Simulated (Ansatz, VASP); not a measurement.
**AlN in VASP and in Ansatz**

INCAR

```
SYSTEM = AlN
  PREC = Accurate
  ENCUT = 1330
  EDIFF = 1E-6
  ISMEAR = 0
  SIGMA = 0.05
  LREAL = .FALSE.
  LASPH = .TRUE.
  NELM = 120
  ALGO = Normal
  ISIF = 2
  LWAVE = .FALSE.
  LCHARG = .FALSE.
  NBANDS = 26
  GGA_COMPAT = .FALSE.
```

KPOINTS

```
Automatic mesh
0
G
  8 6 4
  0 0 0
```

File POSCAR:

```
AlN
1.0
   -1.6378403119      2.8368226349      0.0000000000
    0.0000000000      0.0000000000      4.1006264518
    4.9135209358      2.8368226349      0.0000000000
Al N
4 4
Direct
    0.5364958047      0.7500000000      0.3050143626
    1.0000000000      0.7500000000      0.6666666667
    0.0000000000      0.2500000000      0.3333333333
    0.5000000000      0.2500000000      0.8333333333
    0.5000000000      0.2500000000      0.1666666667
    1.0000000000      0.2500000000      0.6666666667
    0.0000000000      0.7500000000      0.3333333333
    0.5000000000      0.7500000000      0.8333333333
```

Input for Ansatz:

```yaml
crystal:
  lattice:
    - [-1.6378403119, 2.8368226349, 0.0]
    - [0.0, 0.0, 4.1006264518]
    - [4.9135209358, 2.8368226349, 0.0]
  atoms:
    - { symbol: Al, position: [0.5364958047, 0.75, 0.3050143626] }
    - { symbol: Al, position: [1.0, 0.75, 0.6666666667] }
    - { symbol: Al, position: [0.0, 0.25, 0.3333333333] }
    - { symbol: Al, position: [0.5, 0.25, 0.8333333333] }
    - { symbol: "N", position: [0.5, 0.25, 0.1666666667] }
    - { symbol: "N", position: [1.0, 0.25, 0.6666666667] }
    - { symbol: "N", position: [0.0, 0.75, 0.3333333333] }
    - { symbol: "N", position: [0.5, 0.75, 0.8333333333] }
basis:
  ecutwfc: 420
kpoints:
  mp_grid: { grid: [8, 6, 4] }
hamiltonian:
  xc: lda
  pseudopotentials: { kind: paw, azcp: { folder: soft_1 } }
scf:
  occupations: { method: gaussian, width: 0.05 }
output:
  forces: true
  stress: true
  eigenvalues: true
```

Alike in both runs: task single point; functional LDA; k mesh 8 × 6 × 4; occupations gaussian, width 0.05 eV; no spin polarisation.

|  | VASP | Ansatz |
| --- | --- | --- |
| version | VASP 6.6.1 | Ansatz 0.2.0 |
| potentials or method | VASP PAW LDA potentials, release 64 (Al, N_h), cutoff 1330 eV | scalar-relativistic, plane waves, PAW |
| valence electrons in the cell | 32 | 32 |

```csv
,VASP,Ansatz,Ansatz less VASP
gap on the k mesh at the Fermi level (eV),2.04,2.06,+0.015
least direct gap on the mesh (eV),2.10,2.09,-0.004
pressure (GPa),15.5,14.6,-0.90
"traceless stress, the component that is largest in VASP (GPa)",22.54,21.86,-0.682
rms of the force components (eV/Å),3.183,3.146,-0.0365
```

Ansatz warns that its potentials were made for another functional, while VASP's fit it. LDA's correlation is that of Perdew and Zunger in VASP and of Perdew and Wang (1992) in Ansatz. Atom by atom the forces differ by 0.043 eV/Å (rms over components).
